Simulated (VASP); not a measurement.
Crystal: Sn.

```
Sn
1.0
     5.45374    0.00000    0.00000
     0.00000    5.45374    0.00000
     0.00000    0.00000    4.21049
Sn
4
Direct
  0.33849 0.00000 0.75000
  0.66151 0.00000 0.25000
  0.00000 0.33849 0.00000
  0.00000 0.66151 0.50000
```

The cell was built from a structure type or drawn by symmetry, and may not be a known phase.

```yaml
Program: VASP 6.6.1
Task: relaxation of cell and atoms
Functional: PBE
Potentials_or_basis: VASP PAW PBE potentials, release 64 (Sn_d)
Cutoff: 600 eV
k_mesh: 4 × 4 × 4
Occupations: gaussian, width 0.1 eV
Spin: no spin polarisation
```

At the start: pressure 7.3 GPa; volume 31.31 Å³/atom.

How do energy, volume and symmetry change on relaxing?

Over 7 steps the energy falls by 106.2 meV/atom and the volume is 35.91 Å³/atom (+14.7 %); space group P4_122 (No. 91, to 0.1 Å) before and after.

Step by step:
| step | energy change (eV) | largest force (eV/Å) | pressure (GPa) | volume (Å³) |
| --- | --- | --- | --- | --- |
| 1 | 0.0000 | 0.1559 | 7.26 | 125.23 |
| 2 | -0.3636 | 0.1970 | -1.67 | 152.66 |
| 3 | -0.4107 | 0.1744 | -0.05 | 144.21 |
| 4 | -0.4106 | 0.1772 | -0.14 | 144.61 |
| 5 | -0.4173 | 0.1015 | -0.13 | 144.48 |
| 6 | -0.4229 | 0.0532 | -0.08 | 144.21 |
| 7 | -0.4247 | 0.0038 | 0.04 | 143.64 |

Final structure:
```
Sn
1.0
     5.59192    0.00000    0.00000
     0.00000    5.59192    0.00000
     0.00000    0.00000    4.59372
Sn
4
Direct
  0.34165 0.00000 0.75000
  0.65835 0.00000 0.25000
  0.00000 0.34165 0.00000
  0.00000 0.65835 0.50000
```

Caveat: the k points lie up to 0.34 Å⁻¹ apart in the final cell.
